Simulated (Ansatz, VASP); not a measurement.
# SiO2: VASP beside Ansatz

INCAR

```
SYSTEM = SiO2
PREC = Accurate
ENCUT = 520
EDIFF = 1E-7
ISMEAR = 0
SIGMA = 0.05
LREAL = .False.
LASPH = .True.
NELM = 80
ALGO = Normal
ISIF = 2
LWAVE = .False.
LCHARG = .False.
GGA = CA
NBANDS = 25
```

KPOINTS

```
Automatic mesh
0
Gamma
  6 6 8
  0 0 0
```

The input POSCAR:

```
SiO2
1.0
    4.2050000000      0.0000000000      0.0000000000
    0.0000000000      4.2050000000      0.0000000000
    0.0000000000      0.0000000000      2.7252000000
Si O
2 4
Direct
    0.5000000000      0.5000000000      0.5000000000
    0.0000000000      0.0000000000      0.0000000000
    0.6944252994      0.6944252994      0.0000000000
    0.1944252994      0.8055747006      0.5000000000
    0.3055747006      0.3055747006      0.0000000000
    0.8055747006      0.1944252994      0.5000000000
```

Input for Ansatz:

```yaml
crystal:
  lattice:
    - [4.205, 0.0, 0.0]
    - [0.0, 4.205, 0.0]
    - [0.0, 0.0, 2.7252]
  atoms:
    - { symbol: Si, position: [0.5, 0.5, 0.5] }
    - { symbol: Si, position: [0.0, 0.0, 0.0] }
    - { symbol: O, position: [0.6944252994, 0.6944252994, 0.0] }
    - { symbol: O, position: [0.1944252994, 0.8055747006, 0.5] }
    - { symbol: O, position: [0.3055747006, 0.3055747006, 0.0] }
    - { symbol: O, position: [0.8055747006, 0.1944252994, 0.5] }
basis:
  ecutwfc: 520.0
kpoints:
  mp_grid: { grid: [6, 6, 8] }
hamiltonian:
  xc: lda
  pseudopotentials: { kind: paw, azcp: { folder: soft_1 } }
scf:
  occupations: { method: gaussian, width: 0.05 }
output:
  forces: true
  stress: true
  eigenvalues: true
```

Alike in both runs: task single point; functional LDA; k mesh 6 × 6 × 8; occupations gaussian, width 0.05 eV; no spin polarisation.

|  | VASP | Ansatz |
| --- | --- | --- |
| version | VASP 6.6.1 | Ansatz 0.2.0 |
| potentials or method | VASP PAW LDA potentials, release 64 (Si, O), cutoff 520 eV | scalar-relativistic, plane waves, PAW |
| valence electrons in the cell | 32 | 32 |

```tsv
	VASP	Ansatz	Ansatz less VASP
gap on the k mesh at the Fermi level (eV)	4.93	4.93	0.000
least direct gap on the mesh (eV)	4.93	4.93	0.000
pressure (GPa)	-14.0	-15.0	-0.96
traceless stress, the component that is largest in VASP (GPa)	-4.75	-5.29	-0.543
rms of the force components (eV/Å)	0.085	0.098	+0.0129
```

Ansatz warns that its potentials were made for another functional, while VASP's fit it. LDA's correlation is that of Perdew and Zunger in VASP and of Perdew and Wang (1992) in Ansatz. Atom by atom the forces differ by 0.013 eV/Å (rms over components).
